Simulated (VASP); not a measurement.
# MgI2 in VASP: notebook

The runs below take MgI2 through single point, with r2SCAN, HSE06.

Program: VASP 6.6.1. These are calculated values, not measurements. Logs are shortened: lines on timing, memory, paths and dates and some standing lists are left out, and cuts for length are marked.

## (1) The cell of the first run

Symmetry: R-3m, No. 166, trigonal system. Conventional cell: a = 5.311 Å, b = 5.311 Å, c = 12.667 Å, α = 90.00°, β = 90.00°, γ = 120.00°. Mg (site symmetry -3m) has 8 I at 3.16 to 3.25 Å within 4.2 Å. Within 4.2 Å of I (site symmetry 3m) lie 4 Mg at 3.16 to 3.25 Å and 6 I at 3.71 to 3.73 Å.

## (2) Single point, r2SCAN (strain along [111] -2.6%)

Contents of POSCAR:

```
MgI2
1.0
   -0.0661006824      3.6896199061      3.6896199061
    3.6896199061     -0.0661006824      3.6896199061
    3.6896199061      3.6896199061     -0.0661006824
Mg I
1 2
Direct
    0.0000000000      0.0000000000      0.0000000000
    0.2493739612      0.2493739612      0.2493739612
    0.7506260388      0.7506260388      0.7506260388
```

Contents of INCAR.step1:

```
ALGO = Normal ; EDIFF = 1E-4
ENCUT = 520 ; GGA = PE
ISMEAR = 0 ; LASPH = True
LCHARG = False ; LREAL = False
LWAVE = True ; NBANDS = 15
NELM = 80 ; PREC = Accurate
SIGMA = 0.01
```

Contents of INCAR.step2:

```
ALGO = Normal ; EDIFF = 1E-6
ENCUT = 520 ; ISIF = 2
ISMEAR = 0 ; ISTART = 1
LASPH = True ; LCHARG = False
LMIXTAU = True ; LREAL = False
LWAVE = False ; METAGGA = R2SCAN
NBANDS = 15 ; NELM = 80
PREC = Accurate ; SIGMA = 0.01
```

Contents of KPOINTS:

```
k-points
0
Gamma
  6 6 6
```

Potentials or basis: VASP PAW PBE potentials, release 64 (Mg, I).

Command:

```sh
cat potpaw_PBE.64/Mg/POTCAR potpaw_PBE.64/I/POTCAR > POTCAR
cp INCAR.step1 INCAR
mpirun -np 1 vasp_std > vasp.out
cp INCAR.step2 INCAR
mpirun -np 1 vasp_std > vasp.out
```

OUTCAR:

```text
EDIFF = 1E-6
   ENCUT = 520
   ISIF = 2
   ISMEAR = 0
   ISTART = 1
   LASPH = True
   LREAL = False
   METAGGA = R2SCAN
   NELM = 80
   PREC = Accurate

 ion  position               nearest neighbor table
   1  0.000  0.000  0.000-   2 3.16   3 3.16   3 3.25   3 3.25   3 3.25   2 3.25   2 3.25   2 3.25

   2  0.249  0.249  0.249-   1 3.16   1 3.25   1 3.25   1 3.25
   3  0.751  0.751  0.751-   1 3.16   1 3.25   1 3.25   1 3.25

  LATTYP: Found a trigonal (rhomboedric) cell.
 ALAT       =     5.2183291774
 COS(alpha) =     0.4820073384

  Lattice vectors:

 A1 = (  -0.0661006824,   3.6896199061,   3.6896199061)
 A2 = (   3.6896199061,  -0.0661006824,   3.6896199061)
 A3 = (   3.6896199061,   3.6896199061,  -0.0661006824)

Analysis of symmetry for initial positions (statically):
=====================================================================
 Subroutine PRICEL returns:
 Original cell was already a primitive cell.

 Routine SETGRP: Setting up the symmetry group for a
 trigonal (rhombohedral) supercell.

 Subroutine GETGRP returns: Found 12 space group operations
 (whereof 12 operations were pure point group operations)
 out of a pool of 12 trial point group operations.

The static configuration has the point symmetry D_3d.

Analysis of symmetry for dynamics (positions and initial velocities):
=====================================================================
 Subroutine PRICEL returns:
 Original cell was already a primitive cell.

 Routine SETGRP: Setting up the symmetry group for a
 trigonal (rhombohedral) supercell.

 Subroutine GETGRP returns: Found 12 space group operations
 (whereof 12 operations were pure point group operations)
 out of a pool of 12 trial point group operations.

The dynamic configuration has the point symmetry D_3d.

 Subroutine INISYM returns: Found 12 space group operations
 (whereof 12 operations are pure point group operations),
 and found     1 'primitive' translations

----------------------------------------------------------------------------------------

                                     Primitive cell

  volume of cell :     103.1550

  direct lattice vectors                    reciprocal lattice vectors
    -0.066100682  3.689619906  3.689619906    -0.131926931  0.134333558  0.134333558
     3.689619906 -0.066100682  3.689619906     0.134333558 -0.131926931  0.134333558
     3.689619906  3.689619906 -0.066100682     0.134333558  0.134333558 -0.131926931

  length of vectors
     5.218329177  5.218329177  5.218329177     0.231291428  0.231291428  0.231291428

  position of ions in fractional coordinates (direct lattice)
     0.000000000  0.000000000  0.000000000
     0.249373961  0.249373961  0.249373961
     0.750626039  0.750626039  0.750626039

  ion indices of the primitive-cell ions
   primitive index   ion index
                 1           1
                 2           2
                 3           3

----------------------------------------------------------------------------------------

 KPOINTS: k-points

Automatic generation of k-mesh.
 Grid dimensions read from file:
 generate k-points for:    6    6    6

 Generating k-lattice:

  Cartesian coordinates                     Fractional coordinates (reciprocal lattice)
    -0.021987822  0.022388926  0.022388926     0.166666667  0.000000000 -0.000000000
     0.022388926 -0.021987822  0.022388926     0.000000000  0.166666667 -0.000000000
     0.022388926  0.022388926 -0.021987822     0.000000000  0.000000000  0.166666667

  Length of vectors
     0.038548571  0.038548571  0.038548571

  Shift w.r.t. Gamma in fractional coordinates (k-lattice)
     0.000000000  0.000000000  0.000000000

 Subroutine IBZKPT returns following result:
 ===========================================

 Found     32 irreducible k-points:

 Following reciprocal coordinates:
            Coordinates               Weight
  0.000000  0.000000  0.000000      1.000000
  0.166667  0.000000  0.000000      6.000000
  0.333333  0.000000  0.000000      6.000000
  0.500000  0.000000 -0.000000      3.000000
  0.166667  0.166667  0.000000      6.000000
  0.333333  0.166667  0.000000     12.000000
[... 16 lines left out ...]
  0.500000  0.500000  0.166667      6.000000
 -0.333333  0.500000  0.166667     12.000000
 [... further k-points ...]
   k-points           NKPTS =     32   k-points in BZ     NKDIM =     32   number of bands    NBANDS=     15
   number of dos      NEDOS =    301   number of ions     NIONS =      3
   total plane-waves  NPLWV =  64000
   dimension x,y,z NGX =    40 NGY =   40 NGZ =   40
   dimension x,y,z NGXF=    80 NGYF=   80 NGZF=   80
   ions per type =               1   2
   NGX,Y,Z   is equivalent  to a cutoff of  12.74, 12.74, 12.74 a.u.
   NGXF,Y,Z  is equivalent  to a cutoff of  25.49, 25.49, 25.49 a.u.
 SYSTEM =  unknown system
   PREC   = accura    normal or accurate (medium, high low for compatibility)
   ISTART =      1    job   : 0-new  1-cont  2-samecut
   ICHARG =      0    charge: 1-file 2-atom 10-const
   ISPIN  =      1    spin polarized calculation?
   LNONCOLLINEAR =      F non collinear calculations
   LSORBIT =      F    spin-orbit coupling
   LASPH  =      T    aspherical Exc in radial PAW
   ENCUT  =  520.0 eV  38.22 Ry    6.18 a.u.   9.70  9.70  9.70*2*pi/ulx,y,z
   NELM   =     80;   NELMIN=  2; NELMDL=  0     # of ELM steps
   EDIFF  = 0.1E-05   stopping-criterion for ELM
   LREAL  =      F    real-space projection
   EDIFFG = 0.1E-04   stopping-criterion for IOM
   NSW    =      0    number of steps for IOM
   IBRION =     -1    ionic relax: 0-MD 1-quasi-New 2-CG
   NFREE  =      0    steps in history (QN), initial steepest desc. (CG)
   ISIF   =      2    stress and relaxation
   ISYM   =      2    0-nonsym 1-usesym 2-fastsym
   POTIM  = 0.5000    time-step for ionic-motion
   TEBEG  =    0.0;   TEEND  =   0.0 temperature during run
   PSTRESS=    0.0 pullay stress
   NELECT =      16.0000    total number of electrons
   NUPDOWN=      -1.0000    fix difference up-down
   EMIN   =  10.00;   EMAX   =-10.00  energy-range for DOS
   EFERMI =   0.00;   METHOD = LEGACY
   ISMEAR =     0;   SIGMA  =   0.01  broadening in eV -4-tet -1-fermi 0-gaus
   EFERMI_NEDOS =   21; number of points for ismear=-14 and -15
   IALGO  =     38    algorithm
   IMIX   =      4    mixing-type and parameters
     AMIX     =   0.40;   BMIX     =  1.00
     AMIX_MAG =   1.60;   BMIX_MAG =  1.00
  volume/ion in A,a.u.               =      34.39       232.04
  Fermi-wavevector in a.u.,A,eV,Ry     =   0.879599  1.662201 10.526750  0.773694
  Thomas-Fermi vector in A             =   1.999845
   LORBIT       =      0    0 simple, 1 ext, 2 COOP (PROOUT), +10 PAW based schemes
   METAGGA = R2SCAN    functional components
   LHFCALC =     F    Hartree Fock is set to
   AEXX    =    0.0000 exact exchange contribution
   IVDW    =     0    specifies the selected vdW correction
   LEPSILON=     F    determine dielectric tensor
   LRPA    =     F    only Hartree local field effects (RPA)
 non-spin polarized calculation
 Gauss-broadening in eV      SIGMA  =   0.01
  energy-cutoff  :      520.00
  volume of cell :      103.16
 maximum number of plane-waves:      2794
   NGX = 19   NGY = 19   NGZ = 19

 number of electron      16.0000000 magnetization

 Free energy of the ion-electron system (eV)
  ---------------------------------------------------
  ext. energy  EPLUGINS =         0.00000000
  ---------------------------------------------------
  free energy    TOTEN  =       -55.45766833 eV

  energy without entropy =      -55.45766833  energy(sigma->0) =      -55.45766833

 E-fermi :   3.3733     XC(G=0):  -8.5949

 val. band max:        3.3321825352   @ k =   0.5000   0.5000   0.0000
 cond. band min:       4.7009565720   @ k =   0.0000   0.0000   0.0000
 fundamental gap:      1.3687740368
 Fermi energy:         3.3732874266

 k-point     1 :       0.0000    0.0000    0.0000
  band No.  band energies     occupation
      1     -10.1798      2.00000
      2      -8.3881      2.00000
      3       0.1253      2.00000
      4       0.1253      2.00000
      5       0.1935      2.00000
      6       2.0115      2.00000
      7       2.1854      2.00000
      8       2.1854      2.00000
      9       4.7010      0.00000
     10       6.7116      0.00000
     11       6.7116      0.00000
     12       6.9508      0.00000
     13       8.9865      0.00000
     14       8.9865      0.00000
     15      10.2019      0.00000

 k-point     2 :       0.1667    0.0000    0.0000
  band No.  band energies     occupation
      1     -10.0693      2.00000
      2      -8.5182      2.00000
      3       0.0962      2.00000
      4       0.1881      2.00000
      5       0.2334      2.00000
      6       1.5690      2.00000
      7       1.8103      2.00000
      8       1.9191      2.00000
      9       5.4472      0.00000
     10       7.0243      0.00000
     11       7.0534      0.00000
     12       7.2449      0.00000
     13       9.5697      0.00000
     14       9.5699      0.00000
     15      10.9488      0.00000

 k-point     3 :       0.3333    0.0000    0.0000
  band No.  band energies     occupation
      1      -9.7606      2.00000
      2      -8.8655      2.00000
      3      -0.0204      2.00000
      4       0.3963      2.00000
      5       0.4017      2.00000
      6       0.8996      2.00000
      7       1.3009      2.00000
      8       1.3525      2.00000
      9       6.2339      0.00000
     10       7.9119      0.00000
     11       8.1464      0.00000
     12       8.5576      0.00000
     13      10.7155      0.00000
     14      10.7796      0.00000
     15      11.3260      0.00000
[... 343 lines left out ...]
 k-point    23 :       0.5000    0.5000    0.1667
  band No.  band energies     occupation
      1      -9.5120      2.00000
      2      -9.0008      2.00000
      3      -1.5235      2.00000
      4      -0.5442      2.00000
      5      -0.5336      2.00000
      6       2.2795      2.00000
      7       2.4939      2.00000
      8       2.9339      2.00000
      9       5.2318      0.00000
     10       8.4058      0.00000
     11       9.5276      0.00000
     12       9.8427      0.00000
     13      10.6591      0.00000
     14      11.0507      0.00000
     15      11.8471      0.00000

 k-point    24 :      -0.3333    0.5000    0.1667
  band No.  band energies     occupation
      1      -9.4017      2.00000
      2      -9.1100      2.00000
      3      -1.6308      2.00000
      4      -0.9201      2.00000
      5      -0.0078      2.00000
      6       1.6217      2.00000
      7       2.8939      2.00000
      8       3.1978      2.00000
      9       5.4438      0.00000
     10       8.2911      0.00000
     11       8.9589      0.00000
     12       9.9203      0.00000
     13      11.4399      0.00000
     14      11.4946      0.00000
     15      11.7597      0.00000

 [... further k-points ...]
[... 5 lines left out ...]
  --------------------------------------------------------------------------------------
  -------------------------------------------------------------------------------------
  Total        0.4989232      0.4989232      0.4989232     -0.2080040     -0.2080040     -0.2080040
  in kB        7.7491464      7.7491464      7.7491464     -3.2306651     -3.2306651     -3.2306651
  external PRESSURE =       7.7491464 kB  Pullay stress =       0.0000000 kB

 VOLUME and BASIS-vectors are now :
 -----------------------------------------------------------------------------
  energy-cutoff  :      520.00
  volume of cell :      103.16
      direct lattice vectors                 reciprocal lattice vectors
    -0.066100682  3.689619906  3.689619906    -0.131926931  0.134333558  0.134333558
     3.689619906 -0.066100682  3.689619906     0.134333558 -0.131926931  0.134333558
     3.689619906  3.689619906 -0.066100682     0.134333558  0.134333558 -0.131926931

 POSITION                                       TOTAL-FORCE (eV/Angst)
 -----------------------------------------------------------------------------------
      0.00000      0.00000      0.00000        -0.000000      0.000000      0.000000
      1.82371      1.82371      1.82371        -0.002846     -0.002846     -0.002846
      5.48943      5.48943      5.48943         0.002846      0.002846      0.002846
 -----------------------------------------------------------------------------------
    total drift:                                0.000000      0.000000     -0.000000

  FREE ENERGIE OF THE ION-ELECTRON SYSTEM (eV)
  ---------------------------------------------------
  free  energy   TOTEN  =       -55.4576683317 eV

  energy  without entropy=      -55.4576683317  energy(sigma->0) =      -55.45766833
```

Run time: 3.6 min. Hardware: 1 thread of Oxide Virtual Turin-like, shared host; peak memory 0.24 GiB.

Results:

```
Free energy            : -55.4577 eV
Pressure               : 0.8 GPa
Largest force          : 0.005 eV/Å
Band gap on the k mesh : 1.37 eV (least direct gap 1.45 eV)
```

Forces in eV/Å, atoms in the order of the input:
```
Mg   0.000  0.000  0.000
I   -0.003 -0.003 -0.003
I    0.003  0.003  0.003
```

Stress tensor (GPa, compression positive):
```
 0.77 -0.32 -0.32
-0.32  0.77 -0.32
-0.32 -0.32  0.77
```

Levels at points of the mesh, in eV from the valence-band top:
```tsv
k point	band 4	band 5	band 6	band 7	band 8	band 9	band 10	band 11	band 12	band 13
(0.00, 0.00, 0.00)	-3.21	-3.14	-1.32	-1.15	-1.15	1.37	3.38	3.38	3.62	5.65
(0.50, 0.00, 0.00)	-2.72	-2.64	-2.62	-2.46	-2.40	3.28	5.46	5.73	6.30	6.98
(0.50, 0.50, 0.00)	-4.04	-3.99	-0.60	-0.50	0.00	1.45	4.81	7.04	7.08	7.08
(0.50, 0.50, 0.50)	-2.73	-2.73	-2.71	-2.42	-2.42	3.40	5.71	5.71	6.34	7.12
```

Caveat: the cell differs from its parent crystal (strain along [111] -2.6%); the structure was generated, so it needn't be the stable form of MgI2; the PAW data sets were made with another functional, which shifts forces and pressure a little; spin-orbit coupling is left out, which moves the levels of the heavy elements. A k mesh can miss the band edges.

[end of part 1 of 2]
